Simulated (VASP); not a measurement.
Input of a VASP 6.6.1 run:

File INCAR:

```
SYSTEM = Tl
ALGO = Fast
EDIFF = 1E-7
ENCUT = 520
GGA = PS
ISIF = 2
ISMEAR = 0
LASPH = .TRUE.
LCHARG = .TRUE.
LELF = .TRUE.
LREAL = .FALSE.
LVHAR = .TRUE.
LWAVE = .FALSE.
NBANDS = 20
NELM = 100
PREC = Accurate
SIGMA = 0.15
```

The input KPOINTS:

```
k-points
0
G
  18 18 10
  0 0 0
```

File POSCAR:

```
Tl
1.0
    3.4002466984      0.0000000000      0.0000000000
   -1.7001233492      2.9447000199      0.0000000000
    0.0000000000      0.0000000000      5.7076650867
Tl
2
Direct
    0.3333333333      0.6666666667      0.2500000000
    0.6666666667      0.3333333333      0.7500000000
```

Potentials or basis: VASP PAW PBE potentials, release 64 (Tl_d).

Launch:

```bash
$ cat potpaw_PBE.64/Tl_d/POTCAR > POTCAR
$ mpirun -np 1 vasp_std > vasp.out
```

Q: Predict the band gap on the k mesh.

A: Zero (band 13 reaches 9.42 eV, above the bottom of band 14 at 4.09 eV).

Q: Estimate the pressure.

A: -0.1 GPa.

Stress tensor (GPa, compression positive):
```
 0.40  0.00  0.00
 0.00  0.40  0.00
 0.00  0.00 -1.06
```

Caveat: the PAW data sets were made with another functional, which shifts forces and pressure a little; spin-orbit coupling is left out, which moves the levels of the heavy elements.
